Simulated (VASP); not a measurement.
A run of VASP 6.6.1 is set up as follows.

INCAR

```
SYSTEM = P
ALGO = Normal
EDIFF = 1E-6
EDIFFG = -0.01
ENCUT = 600
GGA = PE
IBRION = 2
ISIF = 3
ISMEAR = 0
LASPH = .True.
LCHARG = .False.
LREAL = .False.
LWAVE = .False.
NELM = 60
NSW = 100
PREC = Accurate
SIGMA = 0.1
```

The input KPOINTS:

```
k-points
0
Gamma
  22 22 22
  0 0 0
```

Contents of POSCAR:

```
P
1.0
    2.4463205084      0.0000000000      0.0000000000
    0.0000000000      2.4463205084      0.0000000000
    0.0000000000      0.0000000000      2.4463205084
P
1
Direct
    0.0000000000      0.0000000000      0.0000000000
```

Potentials or basis: VASP PAW PBE potentials, release 64 (P).

Command:

```sh
$ cat potpaw_PBE.64/P/POTCAR > POTCAR
$ mpirun -np 1 vasp_std > vasp.out
```

Q: Estimate the relaxed cell.

A: a = 2.443 Å, b = 2.443 Å, c = 2.443 Å, α = 90.00°, β = 90.00°, γ = 90.00°.

Q: What does it give for the space group after relaxing (to 0.1 Å)?

A: Pm-3m (No. 221).

Step by step:
```csv
step,energy change (eV),largest force (eV/Å),pressure (GPa),volume (Å³)
1,0.0000,0.0000,-0.52,14.64
2,-0.0001,0.0000,0.29,14.54
3,-0.0001,0.0000,0.00,14.58
```
